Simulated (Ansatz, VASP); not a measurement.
Two plane-wave programs on Pd

File INCAR:

```
SYSTEM = Pd
PREC = Accurate ; ENCUT = 520
EDIFF = 1E-6 ; ISMEAR = -1
SIGMA = 0.05 ; LREAL = .FALSE.
LASPH = .TRUE. ; NELM = 150
ALGO = Normal ; ISIF = 2
LWAVE = .FALSE. ; LCHARG = .FALSE.
ISPIN = 2 ; MAGMOM = 0.5 0.5
LORBIT = 11 ; LMAXMIX = 4
GGA = PS ; NBANDS = 21
```

File KPOINTS:

```
Automatic mesh
0
G
  15 15 8
  0 0 0
```

POSCAR

```
Pd
1.0
    2.7527862320      0.0000000000      0.0000000000
   -1.3763931160      2.3839828081      0.0000000000
    0.0000000000      0.0000000000      4.6331564929
Pd
2
Direct
    0.3333333333      0.6666666667      0.2500000000
    0.6666666667      0.3333333333      0.7500000000
```

Input for Ansatz:

```yaml
crystal:
  lattice:
    - [2.752786232, 0.0, 0.0]
    - [-1.376393116, 2.3839828081, 0.0]
    - [0.0, 0.0, 4.6331564929]
  atoms:
    - { symbol: Pd, position: [0.3333333333, 0.6666666667, 0.25], spin: 0.5 }
    - { symbol: Pd, position: [0.6666666667, 0.3333333333, 0.75], spin: 0.5 }
hamiltonian:
  xc: pbesol
  pseudopotentials:
    kind: paw
    azcp:
      Pd: "pseudopotentials/Pd.paw.azcp"
basis:
  ecutwfc: 420
  fft_grid_basis: typed
kpoints:
  mp_grid: { grid: [15, 15, 8], shift: [0, 0, 0] }
magnetization:
  spin_polarized: true
scf:
  occupations: { method: fermi_dirac, width: 0.05 }
  lower_state_search: "off"
output:
  stress: true
  write_density: true
  write_potential: true
  elf: true
  volumetric_format: npy
```

Alike in both runs: task single point; functional PBEsol; k mesh 15 × 15 × 8; occupations fermi-dirac, width 0.05 eV; collinear spin.

|  | VASP | Ansatz |
| --- | --- | --- |
| version | VASP 6.6.1 | Ansatz 0.2.0 |
| potentials or method | VASP PAW PBE potentials, release 64 (Pd), cutoff 520 eV | plane waves (420 eV) with PAW, scalar-relativistic |
| valence electrons in the cell | 20 | 36 |

```tsv
	VASP	Ansatz	Ansatz less VASP
pressure (GPa)	-7.1	-6.9	+0.27
traceless stress, the component that is largest in VASP (GPa)	-0.77	-0.69	+0.080
net moment per atom (μB)	0.26	0.25	-0.011
size of the moment on the site where the two differ most (μB)	0.26	0.26	-0.006
```

VASP's potentials were made for PBE, not for PBEsol, and Ansatz warns of the same on its side. Site moments also hang on the region over which each program counts them. The functional is the same, so the differences come from potentials, cutoffs and numerics. VASP's potentials hold 20 valence electrons a cell and Ansatz's 36, so a difference there can come from the potentials and not from the codes.
